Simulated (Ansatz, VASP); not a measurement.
# Two plane-wave programs on KF

```
K F
1.0
     0.00000    2.74034    2.60666
     2.74034    0.00000    2.60666
     2.74034    2.74034    0.00000
K F
1 1
Direct
  0.00000 0.00000 0.00000
  0.50000 0.50000 0.50000
```

Change from the starting cell: strain +0.025 along x and y, -0.025 along z, atoms carried along.

Alike in both runs: task single point; functional PBE; k mesh 8 × 8 × 8; occupations gaussian, width 0.05 eV; no spin polarisation.

|  | VASP | Ansatz |
| --- | --- | --- |
| version | VASP 6.6.1 | Ansatz 0.2.0 |
| potentials or method | VASP PAW PBE potentials, release 64 (K_sv, F), cutoff 520 eV | scalar-relativistic, plane waves, PAW |
| valence electrons in the cell | 16 | 16 |

Ansatz gave:

| Item | Value |
| --- | --- |
| gap on the k mesh at the Fermi level (eV) | 5.99 |
| least direct gap on the mesh (eV) | 5.99 |
| pressure (GPa) | 0.7 |
| traceless stress, the component that is largest in VASP (GPa) | 1.83 |

Task: What did VASP give for the same quantities?

Result: gap on the k mesh at the Fermi level (eV): 5.97; least direct gap on the mesh (eV): 5.97; pressure (GPa): 0.7; traceless stress, the component that is largest in VASP (GPa): 1.91.

The functional is the same, so the differences come from potentials, cutoffs and numerics.
